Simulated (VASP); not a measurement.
Wanted: the native input for a VASP 6.6.1 run.

* Task: single point
* Functional: PBE
* Potentials or basis: VASP PAW PBE potentials, release 64 (P)
* Cutoff: 520 eV
* k mesh: 10 × 10 × 8
* Occupations: gaussian, width 0.03 eV
* Spin: no spin polarisation
* Dipole correction: no
* Further INCAR settings: ALGO = Normal; EDIFF = 1e-07; NBANDS = 18

The structure of P lies in POSCAR:

```
P
1.0
    1.6552162270     -5.6427177482      0.0000000000
    1.6552162270      5.6427177482      0.0000000000
    0.0000000000      0.0000000000      4.5577728156
P
4
Direct
    0.1242593690      0.9611804388      0.9137202394
    0.5940707809      0.4059292191      0.5862797606
    0.9059292191      0.0940707809      0.0862797606
    0.4059292191      0.5940707809      0.4137202394
```

This cell differs from its parent crystal: atom 1 (P) moved by (+0.200, +0.000) A along [1 1 0] and z.

These files were run (other wordings do the same):

INCAR

```
PREC = Accurate ; ENCUT = 520
EDIFF = 1E-7 ; ISMEAR = 0
SIGMA = 0.03 ; LREAL = False
LASPH = True ; NELM = 80
ALGO = Normal ; ISIF = 2
LWAVE = False ; LCHARG = True
GGA = PE ; LELF = True
LVHAR = True ; NBANDS = 18
```

KPOINTS

```
regular mesh
0
Gamma
  10 10 8
```

Potentials or basis: VASP PAW PBE potentials, release 64 (P).

Run with:

```console
$ cat potpaw_PBE.64/P/POTCAR > POTCAR
$ mpirun -np 1 vasp_std > vasp.out
```

It gave:

```json
{
 "Pressure": "2.1 GPa",
 "Largest force": "2.160 eV/Å",
 "Band gap on the k mesh": "0.45 eV (least direct gap 0.56 eV)"
}
```

Caveat: the cell differs from its parent crystal (atom 1 (P) moved by (+0.200, +0.000) A along [1 1 0] and z); semilocal functionals underestimate gaps, and a narrow one can read as zero; forces of over 1 eV/Å act on the atoms, so gaps and moduli don't describe the material at rest.

Wall time 22 min on 1 thread of Intel Xeon 8259CL (shared host), peak memory 0.58 GiB.
